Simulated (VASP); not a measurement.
# Ge2P3 (P-3m1) in VASP: a series of runs, part 2 of 2

VASP 6.6.1. Earlier steps stand in the parts before.

**3. Relaxation of cell and atoms, r2SCAN**

This run uses another cell than the first one, of 17.05 Å³/atom.

POSCAR reads:

```
Ge2P3
1.0
    3.9846257524      0.0000000000      0.0000000000
   -1.9923128762      3.4507871262      0.0000000000
    0.0000000000      0.0000000000      6.1994304219
Ge P
2 3
Direct
    0.3333333333      0.6666666667      0.2450000000
    0.6666666667      0.3333333333      0.7550000000
    0.0000000000      0.0000000000      0.0000000000
    0.3333333333      0.6666666667      0.6450000000
    0.6666666667      0.3333333333      0.3550000000
```

INCAR.step1 reads:

```
SYSTEM = Ge2P3
  PREC = Accurate
  ENCUT = 600
  ISMEAR = 0
  SIGMA = 0.1
  LREAL = .False.
  LASPH = .True.
  NELM = 100
  GGA = PE
  ALGO = Normal
  EDIFF = 1E-4
  LWAVE = .True.
  LCHARG = .False.
```

INCAR.step2 reads:

```
SYSTEM = Ge2P3
  PREC = Accurate
  ENCUT = 600
  EDIFF = 1E-6
  ISMEAR = 0
  SIGMA = 0.1
  LREAL = .False.
  LASPH = .True.
  NELM = 100
  ALGO = Normal
  ISIF = 3
  LWAVE = .False.
  LCHARG = .False.
  METAGGA = R2SCAN
  LMIXTAU = .True.
  IBRION = 2
  NSW = 90
  EDIFFG = -0.04
  ISTART = 1
```

KPOINTS reads:

```
regular mesh
0
Gamma
  6 6 4
  0 0 0
```

Potentials or basis: VASP PAW PBE potentials, release 64 (Ge_d, P).

Launch:

```bash
cat potpaw_PBE.64/Ge_d/POTCAR potpaw_PBE.64/P/POTCAR > POTCAR
cp INCAR.step1 INCAR
mpirun -np 1 vasp_std > vasp.out
cp INCAR.step2 INCAR
mpirun -np 1 vasp_std > vasp.out
```

OUTCAR:

```text
SYSTEM = Ge2P3
   PREC = Accurate
   ENCUT = 600
   EDIFF = 1E-6
   ISMEAR = 0
   LREAL = .False.
   LASPH = .True.
   NELM = 100
   ISIF = 3
   METAGGA = R2SCAN
   IBRION = 2
   NSW = 90
   EDIFFG = -0.04
   ISTART = 1

 ion  position               nearest neighbor table
   1  0.333  0.667  0.245-   5 2.40   5 2.40   5 2.40   4 2.48   3 2.76   3 2.76   3 2.76
   2  0.667  0.333  0.755-   4 2.40   4 2.40   4 2.40   5 2.48   3 2.76   3 2.76   3 2.76
   3  0.000  0.000  0.000-   1 2.76   2 2.76   2 2.76   1 2.76   2 2.76   1 2.76
   4  0.333  0.667  0.645-   2 2.40   2 2.40   2 2.40   1 2.48   5 2.92   5 2.92   5 2.92
   5  0.667  0.333  0.355-   1 2.40   1 2.40   1 2.40   2 2.48   4 2.92   4 2.92   4 2.92

  LATTYP: Found a hexagonal cell.
 ALAT       =     3.9846257524
 C/A-ratio  =     1.5558375635

  Lattice vectors:

 A1 = (   3.9846257524,   0.0000000000,   0.0000000000)
 A2 = (  -1.9923128762,   3.4507871262,   0.0000000000)
 A3 = (   0.0000000000,   0.0000000000,   6.1994304219)

Analysis of symmetry for initial positions (statically):
=====================================================================
 Subroutine PRICEL returns:
 Original cell was already a primitive cell.

 Routine SETGRP: Setting up the symmetry group for a
 hexagonal supercell.

 Subroutine GETGRP returns: Found 12 space group operations
 (whereof 12 operations were pure point group operations)
 out of a pool of 24 trial point group operations.

The static configuration has the point symmetry D_3d.

Analysis of symmetry for dynamics (positions and initial velocities):
=====================================================================
 Subroutine PRICEL returns:
 Original cell was already a primitive cell.

 Routine SETGRP: Setting up the symmetry group for a
 hexagonal supercell.

 Subroutine GETGRP returns: Found 12 space group operations
 (whereof 12 operations were pure point group operations)
 out of a pool of 24 trial point group operations.

The dynamic configuration has the point symmetry D_3d.

 Subroutine INISYM returns: Found 12 space group operations
 (whereof 12 operations are pure point group operations),
 and found     1 'primitive' translations

----------------------------------------------------------------------------------------

                                     Primitive cell

  volume of cell :      85.2428

  direct lattice vectors                    reciprocal lattice vectors
     3.984625752  0.000000000  0.000000000     0.250964598  0.144894478  0.000000000
    -1.992312876  3.450787126  0.000000000     0.000000000  0.289788956  0.000000000
     0.000000000  0.000000000  6.199430422     0.000000000  0.000000000  0.161305141

  length of vectors
     3.984625752  3.984625752  6.199430422     0.289788956  0.289788956  0.161305141

  position of ions in fractional coordinates (direct lattice)
     0.333333333  0.666666667  0.245000000
     0.666666667  0.333333333  0.755000000
     0.000000000  0.000000000  0.000000000
     0.333333333  0.666666667  0.645000000
     0.666666667  0.333333333  0.355000000

[... 28 lines left out ...]

 Subroutine IBZKPT returns following result:
 ===========================================

 Found     24 irreducible k-points:

 Following reciprocal coordinates:
            Coordinates               Weight
  0.000000  0.000000  0.000000      1.000000
  0.166667  0.000000  0.000000      6.000000
  0.333333  0.000000  0.000000      6.000000
  0.500000  0.000000  0.000000      3.000000
  0.166667  0.166667  0.000000      6.000000
  0.333333  0.166667  0.000000     12.000000
[... 16 lines left out ...]
  0.333333  0.166667  0.500000     12.000000
  0.333333  0.333333  0.500000      2.000000
   k-points           NKPTS =     24   k-points in BZ     NKDIM =     24   number of bands    NBANDS=     25
   number of dos      NEDOS =    301   number of ions     NIONS =      5
   total plane-waves  NPLWV =  51200
   dimension x,y,z NGX =    32 NGY =   32 NGZ =   50
   dimension x,y,z NGXF=    64 NGYF=   64 NGZF=  100
   ions per type =               2   3
   NGX,Y,Z   is equivalent  to a cutoff of  13.35, 13.35, 13.41 a.u.
   NGXF,Y,Z  is equivalent  to a cutoff of  26.70, 26.70, 26.82 a.u.
 SYSTEM =  Ge2P3
   PREC   = accura    normal or accurate (medium, high low for compatibility)
   ISTART =      1    job   : 0-new  1-cont  2-samecut
   ICHARG =      0    charge: 1-file 2-atom 10-const
   ISPIN  =      1    spin polarized calculation?
   LNONCOLLINEAR =      F non collinear calculations
   LSORBIT =      F    spin-orbit coupling
   LASPH  =      T    aspherical Exc in radial PAW
   ENCUT  =  600.0 eV  44.10 Ry    6.64 a.u.   7.96  7.96 12.38*2*pi/ulx,y,z
   NELM   =    100;   NELMIN=  2; NELMDL=  0     # of ELM steps
   EDIFF  = 0.1E-05   stopping-criterion for ELM
   LREAL  =      F    real-space projection
   EDIFFG = -.4E-01   stopping-criterion for IOM
   NSW    =     90    number of steps for IOM
   IBRION =      2    ionic relax: 0-MD 1-quasi-New 2-CG
   NFREE  =      1    steps in history (QN), initial steepest desc. (CG)
   ISIF   =      3    stress and relaxation
   ISYM   =      2    0-nonsym 1-usesym 2-fastsym
   POTIM  = 0.5000    time-step for ionic-motion
   TEBEG  =    0.0;   TEEND  =   0.0 temperature during run
   PSTRESS=    0.0 pullay stress
   NELECT =      43.0000    total number of electrons
   NUPDOWN=      -1.0000    fix difference up-down
   EMIN   =  10.00;   EMAX   =-10.00  energy-range for DOS
   EFERMI =   0.00;   METHOD = LEGACY
   ISMEAR =     0;   SIGMA  =   0.10  broadening in eV -4-tet -1-fermi 0-gaus
   EFERMI_NEDOS =   21; number of points for ismear=-14 and -15
   IALGO  =     38    algorithm
   IMIX   =      4    mixing-type and parameters
     AMIX     =   0.40;   BMIX     =  1.00
     AMIX_MAG =   1.60;   BMIX_MAG =  1.00
  volume/ion in A,a.u.               =      17.05       115.05
  Fermi-wavevector in a.u.,A,eV,Ry     =   1.303202  2.462695 23.107265  1.698336
  Thomas-Fermi vector in A             =   2.434220
   LORBIT       =      0    0 simple, 1 ext, 2 COOP (PROOUT), +10 PAW based schemes
   METAGGA = R2SCAN    functional components
   LHFCALC =     F    Hartree Fock is set to
   AEXX    =    0.0000 exact exchange contribution
   IVDW    =     0    specifies the selected vdW correction
   LEPSILON=     F    determine dielectric tensor
   LRPA    =     F    only Hartree local field effects (RPA)
 conjugate gradient relaxation of ions
 non-spin polarized calculation
 Gauss-broadening in eV      SIGMA  =   0.10
  energy-cutoff  :      600.00
  volume of cell :       85.24
 maximum number of plane-waves:      2880
   NGX = 15   NGY = 15   NGZ = 25

--------------------------------------- Ionic step        1  -------------------------------------------

 number of electron      43.0000001 magnetization

 Free energy of the ion-electron system (eV)
  ---------------------------------------------------
  ext. energy  EPLUGINS =         0.00000000
  ---------------------------------------------------
  free energy    TOTEN  =       -51.03604969 eV

  energy without entropy =      -51.01222876  energy(sigma->0) =      -51.02413923

------------------------ aborting loop because EDIFF is reached ----------------------------------------

  FORCE on cell =-STRESS in cart. coord.  units (eV):
  Direction    XX          YY          ZZ          XY          YZ          ZX
  --------------------------------------------------------------------------------------
  -------------------------------------------------------------------------------------
  Total        4.3505240      4.3505240      4.5333413     -0.0000000     -0.0000000      0.0000000
  in kB       81.7701232     81.7701232     85.2062607     -0.0000000     -0.0000000      0.0000000
  external PRESSURE =      82.9155024 kB  Pullay stress =       0.0000000 kB
[... 98 lines left out ...]
  FREE ENERGIE OF THE ION-ELECTRON SYSTEM (eV)
  ---------------------------------------------------
  free  energy   TOTEN  =       -51.2954124265 eV

  energy  without entropy=      -51.2704227384  energy(sigma->0) =      -51.28291758

[... ionic steps 4 to 38 ...]

--------------------------------------- Ionic step       39  -------------------------------------------

 number of electron      43.0000000 magnetization

------------------------ aborting loop because EDIFF is reached ----------------------------------------
[... 73 lines left out ...]
--------------------------------------- Ionic step       41  -------------------------------------------

 number of electron      43.0000003 magnetization

 Free energy of the ion-electron system (eV)
  ---------------------------------------------------
  ext. energy  EPLUGINS =         0.00000000
  ---------------------------------------------------
  free energy    TOTEN  =       -52.93904753 eV

  energy without entropy =      -52.92899612  energy(sigma->0) =      -52.93402183

 E-fermi :   7.6507     XC(G=0): -11.8608

 val. band max:        7.6240086794   @ k =   0.3333   0.0000   0.2500
 cond. band min:       7.6604921217   @ k =   0.5000   0.0000   0.5000
 fundamental gap:      0.0364834423
 Fermi energy:         7.6506969366

 k-point     1 :       0.0000    0.0000    0.0000
  band No.  band energies     occupation
      1     -17.8392      2.00000
      2     -17.8391      2.00000
      3     -17.8360      2.00000
      4     -17.8360      2.00000
      5     -17.8120      2.00000
      6     -17.8088      2.00000
[... 693 lines left out ...]
  FREE ENERGIE OF THE ION-ELECTRON SYSTEM (eV)
  ---------------------------------------------------
  free  energy   TOTEN  =       -52.9390475341 eV

  energy  without entropy=      -52.9289961227  energy(sigma->0) =      -52.93402183

 reached required accuracy - stopping structural energy minimisation
```

Wall time 60 min (1 thread of Intel Xeon Platinum 8488C (Sapphire Rapids), shared host); peak memory 0.27 GiB.

What came out:

* Free energy: -52.9390 eV
* Relaxed volume: 16.80 Å³/atom
* Relaxed cell: a = 3.500 Å, b = 3.500 Å, c = 7.920 Å, α = 90.00°, β = 90.00°, γ = 120.00°
* Space group after relaxing (to 0.1 Å): P-3m1 (No. 164)
* Energy gained by relaxing: 380.6 meV/atom
* Ionic steps: 41
* Pressure after relaxing: 0.0 GPa
* Largest force after relaxing: 0.028 eV/Å
* Band gap on the k mesh: zero (an odd number of electrons rules out a gap without spin polarisation)

Forces on the atoms (eV/Å):
```
Ge   0.000  0.000  0.005
Ge   0.000  0.000 -0.005
P    0.000  0.000  0.000
P    0.000  0.000  0.028
P    0.000  0.000 -0.028
```

Step by step:
| step | energy change (eV) | largest force (eV/Å) | pressure (GPa) | volume (Å³) |
| --- | --- | --- | --- | --- |
| 1 | 0.0000 | 1.2335 | 8.29 | 85.24 |
| 3 | -0.2594 | 0.6045 | -1.05 | 93.81 |
| 5 | -0.4911 | 0.3926 | -0.33 | 91.15 |
| 7 | -0.7160 | 1.0282 | 3.62 | 85.12 |
| 9 | -0.7463 | 0.6775 | 2.50 | 86.15 |
| 11 | -0.8411 | 1.3989 | 3.11 | 85.39 |
| 13 | -1.0435 | 1.4136 | 1.19 | 86.61 |
| 15 | -1.5644 | 0.9381 | -4.95 | 91.58 |
| 17 | -1.7331 | 0.6277 | -4.18 | 89.38 |
| 19 | -1.7882 | 0.5095 | -2.16 | 86.35 |
| 21 | -1.8733 | 0.2846 | 0.97 | 83.52 |
| 23 | -1.8809 | 0.0739 | -0.30 | 84.61 |
| 25 | -1.8822 | 0.0887 | -0.22 | 84.41 |
| 27 | -1.8857 | 0.1373 | 0.01 | 83.90 |
| 29 | -1.8917 | 0.1301 | 0.56 | 83.22 |
| 31 | -1.8926 | 0.1134 | 0.98 | 82.91 |
| 33 | -1.8958 | 0.0903 | 0.87 | 83.04 |
| 35 | -1.8991 | 0.1867 | 0.72 | 83.66 |
| 37 | -1.9016 | 0.0925 | 0.32 | 83.74 |
| 39 | -1.9022 | 0.0585 | -0.06 | 84.10 |
| 41 | -1.9030 | 0.0284 | 0.02 | 84.01 |

Final structure:
```cif
data_structure
_symmetry_space_group_name_H-M 'P 1'
_symmetry_Int_Tables_number 1
_cell_length_a 3.4996
_cell_length_b 3.4996
_cell_length_c 7.9205
_cell_angle_alpha 90.000
_cell_angle_beta 90.000
_cell_angle_gamma 120.000
_cell_volume 84.01
loop_
_atom_site_label
_atom_site_type_symbol
_atom_site_fract_x
_atom_site_fract_y
_atom_site_fract_z
_atom_site_occupancy
Ge1 Ge 0.33333 0.66667 0.19662 1
Ge2 Ge 0.66667 0.33333 0.80338 1
P1 P 0.00000 0.00000 0.00000 1
P2 P 0.33333 0.66667 0.61017 1
P3 P 0.66667 0.33333 0.38983 1
```

Caveat: a cell axis changed by over 15 % at a fixed basis, so the end point is rough; the PAW data sets were made with another functional, which shifts forces and pressure a little; an odd number of electrons without spin polarisation forces a metal; a magnetic or distorted state may lie lower.

The gap in the log of VASP goes by the Fermi energy; the results here count the filled bands.